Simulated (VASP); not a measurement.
Here is a VASP 6.6.1 calculation.

Contents of POSCAR:

```
InRh
1.0
    3.1960008636      0.0000000000      0.0000000000
    0.0000000000      3.1960008636      0.0000000000
    0.0000000000      0.0000000000      3.1960008636
In Rh
1 1
Direct
    0.5000000000      0.5000000000      0.5000000000
    0.0000000000      0.0000000000      0.0000000000
```

File INCAR.step1:

```
  PREC = Accurate
  ENCUT = 520
  ISMEAR = 0
  SIGMA = 0.05
  LREAL = False
  LASPH = True
  NELM = 150
  MAGMOM = 0 0 0 0 0 0
  LSORBIT = True
  GGA_COMPAT = False
  LMAXMIX = 4
  NBANDS = 40
  GGA = PE
  ALGO = Normal
  EDIFF = 1E-4
  LWAVE = True
  LCHARG = False
```

The input INCAR.step2:

```
  PREC = Accurate
  ENCUT = 520
  EDIFF = 1E-7
  ISMEAR = 0
  SIGMA = 0.05
  LREAL = False
  LASPH = True
  NELM = 150
  ALGO = Normal
  ISIF = 2
  LWAVE = False
  LCHARG = False
  MAGMOM = 0 0 0 0 0 0
  LORBIT = 11
  LSORBIT = True
  GGA_COMPAT = False
  LORBMOM = True
  LMAXMIX = 4
  METAGGA = R2SCAN
  LMIXTAU = True
  NBANDS = 40
  ISTART = 1
```

Contents of KPOINTS:

```
regular mesh
0
Gamma
  8 8 8
```

Potentials or basis: VASP PAW PBE potentials, release 64 (In_d, Rh_pv).

The run is started by

```bash
$ cat potpaw_PBE.64/In_d/POTCAR potpaw_PBE.64/Rh_pv/POTCAR > POTCAR
$ cp INCAR.step1 INCAR
$ mpirun -np 1 vasp_ncl > vasp.out
$ cp INCAR.step2 INCAR
$ mpirun -np 1 vasp_ncl > vasp.out
```

What does it give for the pressure?

2.2 GPa.

Estimate the net moment.

0.00 μB per cell.

Moments on the atoms (μB; x, y, z):
```
In  0.00 0.00 0.00
Rh  0.00 0.00 0.00
```

Caveat: the PAW data sets were made with another functional, which shifts forces and pressure a little.
